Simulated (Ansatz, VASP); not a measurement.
# One calculation of TePb, two programs

The input POSCAR:

```
TePb
1.0
    5.4983762623      0.0000000000      0.0000000000
   -2.7491881312      4.7617335227      0.0000000000
    0.0000000000      0.0000000000      6.5752494865
Pb Te
2 2
Direct
    0.3333333333      0.6666666667      0.2500000000
    0.6666666667      0.3333333333      0.7500000000
    0.6666666667      0.3333333333      0.2500000000
    0.3333333333      0.6666666667      0.7500000000
```

The input INCAR.step1:

```
SYSTEM = TePb
PREC = Accurate ; ENCUT = 520
ISMEAR = 0 ; SIGMA = 0.01
LREAL = .False. ; LASPH = .True.
NELM = 60 ; NBANDS = 28
GGA = PE ; ALGO = Normal
EDIFF = 1E-4 ; LWAVE = .True.
LCHARG = .False.
```

File INCAR.step2:

```
SYSTEM = TePb
PREC = Accurate ; ENCUT = 520
EDIFF = 1E-6 ; ISMEAR = 0
SIGMA = 0.01 ; LREAL = .False.
LASPH = .True. ; NELM = 60
ALGO = Normal ; ISIF = 2
LWAVE = .False. ; LCHARG = .False.
METAGGA = R2SCAN ; LMIXTAU = .True.
NBANDS = 28 ; ISTART = 1
```

Contents of KPOINTS:

```
Automatic mesh
0
Gamma
  6 6 4
  0 0 0
```

Input for Ansatz:

```yaml
crystal:
  lattice:
    - [5.4983762623, 0.0, 0.0]
    - [-2.7491881312, 4.7617335227, 0.0]
    - [0.0, 0.0, 6.5752494865]
  atoms:
    - { symbol: Pb, position: [0.3333333333, 0.6666666667, 0.25] }
    - { symbol: Pb, position: [0.6666666667, 0.3333333333, 0.75] }
    - { symbol: Te, position: [0.6666666667, 0.3333333333, 0.25] }
    - { symbol: Te, position: [0.3333333333, 0.6666666667, 0.75] }
kpoints:
  mp_grid: { grid: [6, 6, 4] }
  band_path:
    path:
      - [0.0, 0.0, 0.0]
      - [0.5, 0.0, 0.0]
      - [0.3333333333, 0.3333333333, 0.0]
      - [0.0, 0.0, 0.5]
      - [0.5, 0.0, 0.5]
      - [0.3333333333, 0.3333333333, 0.5]
    npoints: 1
hamiltonian:
  xc: r2scan
scf:
  occupations: { method: fixed }
  n_extra_bands: 5
output:
  forces: true
  stress: true
  eigenvalues: true
```

Alike in both runs: task single point; functional r2SCAN; k mesh 6 × 6 × 4; no spin polarisation.

|  | VASP | Ansatz |
| --- | --- | --- |
| version | VASP 6.6.1 | Ansatz 0.2.0 |
| potentials or method | VASP PAW PBE potentials, release 64 (Pb_d, Te) | plane waves, PAW |
| plane-wave cutoff (eV) | 520 | 500 |
| occupations | gaussian, width 0.01 eV | fixed |
| valence electrons in the cell | 40 | 60 |

```tsv
	VASP	Ansatz	Ansatz less VASP
gap on the k mesh at the Fermi level (eV)	1.38	1.38	+0.001
pressure (GPa)	0.0	0.0	+0.01
```

VASP's potentials were made for PBE, not for r2SCAN. VASP's potentials hold 40 valence electrons a cell and Ansatz's 60, so a difference there can come from the potentials and not from the codes.

Spin-orbit coupling is off throughout.
